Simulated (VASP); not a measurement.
SrO: electric field gradients with PBEsol

Crystal: SrO.

```
Sr O
1.0
     0.00000    2.57834    2.57834
     2.57834    0.00000    2.57834
     2.57834    2.57834    0.00000
Sr O
1 1
Direct
  0.00000 0.00000 0.00000
  0.50000 0.50000 0.50000
```

This cell differs from its parent crystal: volume scaled by 1.01.

```yaml
Program: VASP 6.6.1
Task: electric field gradients
Functional: PBEsol
Potentials_or_basis: VASP PAW PBE potentials, release 64 (Sr_sv, O)
Cutoff: 520 eV
k_mesh: 8 × 8 × 8
Occupations: fermi-dirac, width 0.03 eV
Spin: no spin polarisation
Dipole_correction: no
Further_INCAR_settings: ALGO = Normal; EDIFF = 1e-08; NBANDS = 15
```

| Item | Value |
| --- | --- |
| Pressure | -1.2 GPa |
| Band gap on the k mesh | 3.16 eV, indirect (least direct gap 3.25 eV) |

Levels at points of the mesh, in eV from the valence-band top:
```tsv
k point	band 5	band 6	band 7	band 8	band 9	band 10	band 11	band 12
(0.00, 0.00, 0.00)	-13.93	0.00	0.00	0.00	3.76	6.14	6.14	6.14
(0.50, 0.00, 0.00)	-12.74	-2.21	-1.14	-1.14	6.45	8.22	8.80	8.80
(0.50, 0.50, 0.00)	-14.29	-0.45	-0.09	-0.09	3.16	7.70	10.14	10.14
```

Wall time 14 s on 1 thread of Intel Xeon 6975P-C (shared host), peak memory 0.16 GiB.

Caveat: without QUAD_EFG the Cq values of the log hold for a quadrupole moment of 1 mb, not for the nuclei; the PAW data sets were made with another functional, which shifts forces and pressure a little. A k mesh can miss the band edges.
